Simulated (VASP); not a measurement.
Runs of VASP 6.6.1 on IrS. The structure is that of space group Fm-3m (No. 225), or close to it. The cells are those of the table. 

```tsv
cell	gap on the mesh (eV)	pressure (GPa)
a = 3.449 Å, angles 60.0°, 2 atoms	none	1.1
a = 3.454 Å, angles 60.0°, 2 atoms	none	(a)
a = 3.472 Å, angles 60.0°, 2 atoms	none	-3.0
a = 3.467, b = 3.449, c = 3.449 Å, angles 59.7, 59.8, 59.8°, 2 atoms	none	1.1
a = 3.426 Å, angles 60.0°, 2 atoms	none	5.8
a = 3.403 Å, angles 60.0°, 2 atoms	none	11.0
a = 3.495 Å, angles 60.0°, 2 atoms	none	(b)
```

Alike in all rows: task single point; level PBEsol; potentials or basis VASP PAW PBE potentials, release 64 (Ir, S); no spin polarisation; k mesh 10 × 10 × 10; cutoff (eV) 520; smearing gaussian 0.05 eV.

Estimate the missing entries.

(a) 0.2; (b) -6.7.

Caveats: the PAW data sets were made with another functional, which shifts forces and pressure a little; spin-orbit coupling is left out, which moves the levels of the heavy elements.

A k mesh can miss the band edges, and the runs leave out spin-orbit coupling on Ir.

A gap of «none» marks levels without a gap at the run's occupations.
